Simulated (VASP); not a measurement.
Wanted: the native input for a VASP 6.6.1 run.

```yaml
Task: single point
Functional: PBE
Potentials_or_basis: VASP PAW PBE potentials, release 64 (W_sv)
Cutoff: 520 eV
k_mesh: 16 × 16 × 16
Occupations: fermi-dirac, width 0.08 eV
Spin: no spin polarisation
Dipole_correction: no
Further_INCAR_settings: ALGO = Normal; EDIFF = 1e-06; NBANDS = 21
```

The structure of W lies in POSCAR:

```
W
1.0
   -2.5279740064      2.5279740064      1.3313793363
    2.5279740064     -2.5279740064      1.3313793363
    2.5279740064      2.5279740064     -1.3313793363
W
2
Direct
   -0.3750000000     -0.1250000000     -0.2500000000
    0.3750000000      0.1250000000      0.2500000000
```

The input as run:

INCAR

```
PREC = Accurate ; ENCUT = 520
EDIFF = 1E-6 ; ISMEAR = -1
SIGMA = 0.08 ; LREAL = False
LASPH = True ; NELM = 100
ALGO = Normal ; ISIF = 2
LWAVE = False ; LCHARG = False
GGA = PE ; NBANDS = 21
```

KPOINTS

```
Automatic mesh
0
Gamma
  16 16 16
```

Potentials or basis: VASP PAW PBE potentials, release 64 (W_sv).

Run with:

```sh
$ cat potpaw_PBE.64/W_sv/POTCAR > POTCAR
$ mpirun -np 1 vasp_std > vasp.out
```

Results of the run:

- Pressure: 9.4 GPa
- Band gap on the k mesh: zero (bands 14 and 15 overlap by 3.34 eV)

Caveat: the cell stands under pressure; spin-orbit coupling is left out, which moves the levels of the heavy elements.

Run time: 70 s on 1 thread of Intel(R) Xeon(R) 6975P-C (Granite Rapids), with other jobs on the host, peak memory 0.31 GiB.
